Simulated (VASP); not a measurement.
InP (rocksalt type):

```
In P
1.0
     0.00000    2.57080    2.57080
     2.57080    0.00000    2.57080
     2.57080    2.57080    0.00000
In P
1 1
Direct
  0.00000 0.00000 0.00000
  0.50000 0.50000 0.50000
```

| Item | Value |
| --- | --- |
| Program | VASP 6.6.1 |
| Task | relaxation of cell and atoms |
| Functional | PBE |
| Potentials or basis | VASP PAW PBE potentials, release 64 (In_d, P) |
| Cutoff | 600 eV |
| k mesh | 13 × 13 × 13 |
| Occupations | fermi-dirac, width 0.05 eV |
| Spin | no spin polarisation |

At the start: pressure 28.0 GPa; volume 16.99 Å³/atom.

Problem. How do energy, volume and symmetry change on relaxing?

Solution. Over 18 steps the energy falls by 300.5 meV/atom and the volume is 21.23 Å³/atom (+25.0 %); space group Fm-3m (No. 225, to 0.1 Å) before and after.

Step by step:
```csv
step,energy change (eV),largest force (eV/Å),pressure (GPa),volume (Å³)
1,0.0000,0.0000,28.05,33.98
2,-0.3390,0.0000,-8.42,50.81
3,-0.6010,0.0000,-0.14,42.56
4,-0.6010,0.0000,0.18,42.38
5,-0.6010,0.0000,0.18,42.38
6,-0.6010,0.0000,0.17,42.38
7,-0.6010,0.0000,0.17,42.38
8,-0.6010,0.0000,0.17,42.38
9,-0.6010,0.0000,0.17,42.38
10,-0.6010,0.0000,0.17,42.38
11,-0.6010,0.0000,0.17,42.38
12,-0.6010,0.0000,0.17,42.38
13,-0.6010,0.0000,0.18,42.38
14,-0.6010,0.0000,0.16,42.38
15,-0.6010,0.0000,0.15,42.39
16,-0.6010,0.0000,0.13,42.40
17,-0.6010,0.0000,0.10,42.42
18,-0.6010,0.0000,0.02,42.46
```

Final structure:
```
In P
1.0
     0.00000    2.76906    2.76906
     2.76906    0.00000    2.76906
     2.76906    2.76906    0.00000
In P
1 1
Direct
  0.00000 0.00000 0.00000
  0.50000 0.50000 0.50000
```

Caveat: the volume moved by over 15 % at a fixed basis, so the end points are rough.
